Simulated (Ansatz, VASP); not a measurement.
**P: VASP beside Ansatz**

```
CELL_PARAMETERS angstrom
3.29620 0.00000 0.00000
0.00000 4.43913 0.00000
0.00000 0.00000 30.33768
ATOMIC_POSITIONS crystal
P 0.00000 0.58250 0.46501
P 0.50000 0.91750 0.46501
P 0.50000 0.08250 0.53499
P 0.00000 0.41750 0.53499
```

Alike in both runs: task single point; functional PBE; dispersion D3(BJ); k mesh 6 × 4 × 1; occupations gaussian, width 0.02 eV; no spin polarisation.

```csv
,VASP,Ansatz
version,VASP 6.6.1,Ansatz 0.2.0
potentials or method,"VASP PAW PBE potentials, release 64 (P), cutoff 520 eV","scalar-relativistic, plane waves, PAW"
valence electrons in the cell,20,20
```

|  | VASP | Ansatz | Ansatz less VASP |
| --- | --- | --- | --- |
| gap on the k mesh at the Fermi level (eV) | 0.74 | 0.73 | -0.017 |
| least direct gap on the mesh (eV) | 0.74 | 0.73 | -0.017 |
| rms of the force components (eV/Å) | 0.044 | 0.027 | -0.0165 |

Atom by atom the forces differ by 0.030 eV/Å (rms over components).
